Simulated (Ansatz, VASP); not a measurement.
One calculation of ZnO, two programs

File INCAR:

```
SYSTEM = ZnO
PREC = Accurate
ENCUT = 520
EDIFF = 1E-6
ISMEAR = 0
SIGMA = 0.05
LREAL = .False.
LASPH = .True.
NELM = 60
ALGO = Normal
ISIF = 2
LWAVE = .False.
LCHARG = .False.
GGA = PE
NBANDS = 26
```

Contents of KPOINTS:

```
regular mesh
0
Gamma
  12 12 6
  0 0 0
```

File POSCAR:

```
ZnO
1.0
    3.4106543340      0.0000000000      0.0000000000
   -1.7053271670      2.9537132968      0.0000000000
    0.0000000000      0.0000000000      5.2931304626
Zn O
2 2
Direct
    0.3333333333      0.6666666667      0.0015026881
    0.6666666667      0.3333333333      0.5015026881
    0.3333333333      0.6666666667      0.3805973119
    0.6666666667      0.3333333333      0.8805973119
```

Input for Ansatz:

```yaml
crystal:
  lattice:
    - [3.410654334, 0.0, 0.0]
    - [-1.705327167, 2.9537132968, 0.0]
    - [0.0, 0.0, 5.2931304626]
  atoms:
    - { symbol: Zn, position: [0.3333333333, 0.6666666667, 0.0015026881] }
    - { symbol: Zn, position: [0.6666666667, 0.3333333333, 0.5015026881] }
    - { symbol: O, position: [0.3333333333, 0.6666666667, 0.3805973119] }
    - { symbol: O, position: [0.6666666667, 0.3333333333, 0.8805973119] }
basis:
  ecutwfc: 420
kpoints:
  mp_grid: { grid: [12, 12, 6] }
hamiltonian:
  xc: pbe
scf:
  occupations: { method: gaussian, width: 0.05 }
output:
  forces: true
  stress: true
  eigenvalues: true
```

Change from the starting cell: strain +0.040 along x and y, +0.000 along z, atoms carried along.

Alike in both runs: task single point; functional PBE; k mesh 12 × 12 × 6; occupations gaussian, width 0.05 eV; no spin polarisation.

|  | VASP | Ansatz |
| --- | --- | --- |
| version | VASP 6.6.1 | Ansatz 0.2.0 |
| potentials or method | VASP PAW PBE potentials, release 64 (Zn, O), cutoff 520 eV | scalar-relativistic, plane waves, PAW |
| valence electrons in the cell | 36 | 36 |

Ansatz gave:

```
gap on the k mesh at the Fermi level (eV)                     : 0.65
least direct gap on the mesh (eV)                             : 0.65
pressure (GPa)                                                : -8.3
traceless stress, the component that is largest in VASP (GPa) : 4.05
rms of the force components (eV/Å)                            : 0.110
```

Q: Estimate VASP's values.

A: gap on the k mesh at the Fermi level (eV): 0.63; least direct gap on the mesh (eV): 0.63; pressure (GPa): -7.6; traceless stress, the component that is largest in VASP (GPa): 4.23; rms of the force components (eV/Å): 0.122.

Atom by atom the forces differ by 0.013 eV/Å (rms over components).
